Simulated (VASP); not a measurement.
# Cd3Ga2O (P4/mmm) in VASP: further runs, part 2 of 2

VASP 6.6.1. Earlier steps stand in the parts before.

### Step 4. Single point, PBE, collinear spin, ferromagnetic start

This run uses another cell than the first one, of 21.90 Å³/atom, 0.619 times its volume.

INCAR reads:

```
SYSTEM = Cd3Ga2O
  PREC = Accurate
  ENCUT = 520
  EDIFF = 1E-7
  ISMEAR = 0
  SIGMA = 0.1
  LREAL = .FALSE.
  LASPH = .TRUE.
  NELM = 150
  ALGO = Normal
  ISIF = 2
  LWAVE = .FALSE.
  LCHARG = .TRUE.
  ISPIN = 2
  MAGMOM = 0 0 0 0 0 1
  LORBIT = 11
  GGA = PE
  LELF = .TRUE.
  LVHAR = .TRUE.
  NBANDS = 47
```

KPOINTS reads:

```
regular mesh
0
G
  4 4 2
  0 0 0
```

POSCAR reads:

```
Cd3Ga2O
1.0
    4.1886267700      0.0000000000      0.0000000000
    0.0000000000      4.1886267700      0.0000000000
    0.0000000000      0.0000000000      7.4905564000
Cd Ga O
3 2 1
Direct
    0.5000000000      0.5000000000      0.5000000000
    0.5000000000      0.5000000000      0.1922168700
    0.5000000000      0.5000000000      0.8077831300
    0.0000000000      0.5000000000      0.5000000000
    0.5000000000      0.0000000000      0.5000000000
    0.0000000000      0.0000000000      0.5000000000
```

Run with:

```sh
cat potpaw_PBE.64/Cd/POTCAR potpaw_PBE.64/Ga_d/POTCAR potpaw_PBE.64/O/POTCAR > POTCAR
mpirun -np 1 vasp_std > vasp.out
```

Wall time 3.7 min (1 thread of Oxide Virtual Turin-like, shared host); peak memory 0.29 GiB.

The run converged. Its results:

```yaml
Free_energy: -3.6567 eV
Pressure: 41.9 GPa
Largest_force: 6.132 eV/Å
Band_gap_on_the_k_mesh: zero (filled and empty bands overlap)
Net_moment: 0.00 μB per cell
Valence_electrons_inside_the_program's_atomic_spheres: Cd 11.49, 10.40; Ga 12.04; O 5.01
```

Forces in eV/Å, atoms in the order of the input:
```
Cd   0.000  0.000  0.000
Cd   0.000  0.000 -6.132
Cd   0.000  0.000  6.132
Ga   0.000  0.000  0.000
Ga   0.000  0.000  0.000
O    0.000  0.000  0.000
```

Stress tensor (GPa, compression positive):
```
48.75  0.00  0.00
 0.00 48.75  0.00
 0.00  0.00 28.25
```

Levels at points of the mesh, in eV from the Fermi level:
Spin up:
```csv
k point,band 30,band 31,band 32,band 33,band 34,band 35,band 36,band 37,band 38,band 39
"(0.00, 0.00, 0.00)",-5.77,-3.46,-1.90,-0.55,0.43,0.43,3.34,4.03,5.24,5.24
"(0.50, 0.00, 0.00)",-3.90,-3.33,-3.13,-1.58,-0.91,0.68,1.00,3.84,4.37,5.81
"(0.50, 0.50, 0.00)",-2.78,-2.22,-1.47,-0.33,-0.33,0.26,0.26,2.24,2.24,3.38
"(0.00, 0.00, 0.50)",-5.75,-2.86,-0.55,-0.49,0.43,0.54,0.54,3.29,3.97,3.97
"(0.50, 0.00, 0.50)",-4.50,-3.40,-2.49,-0.82,-0.41,-0.07,2.09,2.86,3.85,4.23
"(0.50, 0.50, 0.50)",-3.06,-2.78,-0.41,-0.41,-0.07,-0.07,1.06,2.97,3.68,4.29
```
Spin down:
```csv
k point,band 30,band 31,band 32,band 33,band 34,band 35,band 36,band 37,band 38,band 39
"(0.00, 0.00, 0.00)",-5.77,-3.46,-1.90,-0.55,0.43,0.43,3.34,4.03,5.24,5.24
"(0.50, 0.00, 0.00)",-3.90,-3.33,-3.13,-1.58,-0.91,0.68,1.00,3.84,4.37,5.81
"(0.50, 0.50, 0.00)",-2.78,-2.22,-1.47,-0.33,-0.33,0.26,0.26,2.24,2.24,3.38
"(0.00, 0.00, 0.50)",-5.75,-2.86,-0.55,-0.49,0.43,0.54,0.54,3.29,3.97,3.97
"(0.50, 0.00, 0.50)",-4.50,-3.40,-2.49,-0.82,-0.41,-0.07,2.09,2.86,3.85,4.23
"(0.50, 0.50, 0.50)",-3.06,-2.78,-0.41,-0.41,-0.07,-0.07,1.06,2.97,3.68,4.29
```

Caveat: the k points lie up to 0.42 Å⁻¹ apart; forces of over 1 eV/Å act on the atoms, so gaps and moduli don't describe the material at rest.

### Step 5. Single point, PBE

This run uses another cell than the first one, of 35.07 Å³/atom, 0.991 times its volume.

INCAR reads:

```
PREC     = Accurate       # precision mode
ENCUT    = 520            # plane-wave cutoff, eV
EDIFF    = 1E-7           # SCF threshold, eV
ISMEAR   = 0              # smearing method
SIGMA    = 0.1            # smearing width, eV
LREAL    = F              # projectors in reciprocal space
LASPH    = T              # aspherical terms in the spheres
NELM     = 60             # most SCF steps
ALGO     = Normal         # electronic algorithm
ISIF     = 2              # what is computed and relaxed
LWAVE    = F              # write WAVECAR
LCHARG   = T              # write CHGCAR
GGA      = PE             # functional
LELF     = T              # ELF
LVHAR    = T            
NBANDS   = 43             # bands
```

KPOINTS reads:

```
Automatic mesh
0
Gamma
  8 8 6
```

POSCAR reads:

```
Cd3Ga2O
1.0
    5.0156853699      0.0000000000      0.0000000000
    0.0000000000      5.0156853699      0.0000000000
    0.0000000000      0.0000000000      8.3653150710
Cd Ga O
3 2 1
Direct
    0.5000000000      0.5000000000      0.5000000000
    0.5000000000      0.5000000000      0.1676579101
    0.5000000000      0.5000000000      0.8323420899
    0.0000000000      0.5000000000      0.5000000000
    0.5000000000      0.0000000000      0.5000000000
    0.0000000000      0.0000000000      0.5000000000
```

Run with:

```sh
cat potpaw_PBE.64/Cd/POTCAR potpaw_PBE.64/Ga_d/POTCAR potpaw_PBE.64/O/POTCAR > POTCAR
mpirun -np 1 vasp_std > vasp.out
```

Wall time 16 min (1 thread of Oxide Virtual Turin-like, shared host); peak memory 0.58 GiB.

It converged, with:

```yaml
Free_energy: -11.4177 eV
Pressure: 0.1 GPa
Largest_force: 0.009 eV/Å
Band_gap_on_the_k_mesh: zero (band 34 reaches 0.46 eV, above the bottom of band 35 at 0.05 eV)
```

Forces in eV/Å, atoms in the order of the input:
```
Cd   0.000  0.000  0.000
Cd   0.000  0.000 -0.009
Cd   0.000  0.000  0.009
Ga   0.000  0.000  0.000
Ga   0.000  0.000  0.000
O    0.000  0.000  0.000
```

Levels at points of the mesh, in eV from the Fermi level:
| k point | band 32 | band 33 | band 34 | band 35 | band 36 | band 37 |
| --- | --- | --- | --- | --- | --- | --- |
| (0.00, 0.00, 0.00) | -2.55 | -0.91 | 0.25 | 0.25 | 1.98 | 2.81 |
| (0.50, 0.00, 0.00) | -1.43 | -1.41 | -0.56 | 0.77 | 0.97 | 1.24 |
| (0.50, 0.50, 0.00) | -1.10 | -0.20 | -0.20 | 0.86 | 0.86 | 1.39 |
| (0.00, 0.00, 0.50) | -1.67 | -0.59 | -0.08 | 0.32 | 0.32 | 2.66 |
| (0.50, 0.00, 0.50) | -1.48 | -0.50 | -0.30 | 0.33 | 0.51 | 1.19 |
| (0.50, 0.50, 0.50) | -0.15 | -0.15 | 0.17 | 0.17 | 0.54 | 0.82 |

### Step 6. Overview

| task | spin | cell | k mesh | cutoff (eV) | gap on the mesh (eV) | pressure (GPa) | largest force (eV/Å) |
| --- | --- | --- | --- | --- | --- | --- | --- |
| single point | off | a = 5.051, b = 5.051, c = 8.321 Å, 6 atoms | 4 × 4 × 2 | 520 | none | 0.1 | - |
| relaxation of cell and atoms | off | relaxed from a = 4.189, b = 4.189, c = 7.491 Å, 6 atoms | 4 × 4 × 2 | 600 | none | 0.0 | 0.01 |
| single point | collinear, ferromagnetic start | a = 4.189, b = 4.189, c = 7.491 Å, 6 atoms | 4 × 4 × 2 | 520 | none | 41.9 | 6.13 |
| single point | off | a = 5.016, b = 5.016, c = 8.365 Å, 6 atoms | 8 × 8 × 6 | 520 | none | 0.1 | 0.01 |

Alike in all rows: level PBE; potentials or basis VASP PAW PBE potentials, release 64 (Cd, Ga_d, O); smearing gaussian 0.1 eV.

Caveats: some runs use coarse meshes; the volume moved by over 15 % at a fixed basis, so the end points are rough (some runs); forces of over 1 eV/Å act on the atoms, so gaps and moduli don't describe the material at rest (some runs).

Total energies depend on the potentials used, so only differences within one code and one set of settings carry meaning.
